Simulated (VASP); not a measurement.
Input of a VASP 6.6.1 run:

The input INCAR:

```
ALGO     = Normal         # electronic algorithm
EDIFF    = 1E-6           # SCF threshold, eV
ENCUT    = 520            # plane-wave cutoff, eV
GGA      = PE             # functional
ISIF     = 2              # what is computed and relaxed
ISMEAR   = -1             # smearing method
ISPIN    = 2              # spin polarisation
LASPH    = T              # aspherical terms in the spheres
LCHARG   = F              # write CHGCAR
LMAXMIX  = 6              # l up to which the mixer works
LORBIT   = 11             # projections on sites
LREAL    = F              # projectors in reciprocal space
LWAVE    = F              # write WAVECAR
MAGMOM   = 1 -1           # initial moments
NBANDS   = 23             # bands
NELM     = 150            # most SCF steps
PREC     = Accurate       # precision mode
SIGMA    = 0.05           # smearing width, eV
```

Contents of KPOINTS:

```
k-points
0
Gamma
  12 12 9
```

File POSCAR:

```
Ce
1.0
    3.3515577165      0.0000000000      0.0000000000
    0.0000000000      3.3515577165      0.0000000000
    0.0000000000      0.0000000000      4.7136909528
Ce
2
Direct
    1.0000000000      0.0000000000      0.0000000000
    0.5000000000      0.5000000000      0.5000000000
```

Potentials or basis: VASP PAW PBE potentials, release 64 (Ce).

Launch:

```console
$ cat potpaw_PBE.64/Ce/POTCAR > POTCAR
$ mpirun -np 1 vasp_std > vasp.out
```

Task: Estimate the pressure.

Result: -0.2 GPa.

Task: What does it give for the band gap on the k mesh?

Result: Zero (filled and empty bands overlap).

Task: Predict the net moment.

Result: 0.00 μB per cell.

Stress tensor (GPa, compression positive):
```
-0.32  0.00  0.00
 0.00 -0.32  0.00
 0.00  0.00  0.12
```

Caveat: the magnetic or orbital state may not be the lowest; the moments typed at the start vanished in this run; spin-orbit coupling is left out, which moves the levels of the heavy elements; semilocal functionals describe open f shells poorly, which spoils levels, moments and volumes. The state reached can hang on the start; a lower one may exist.
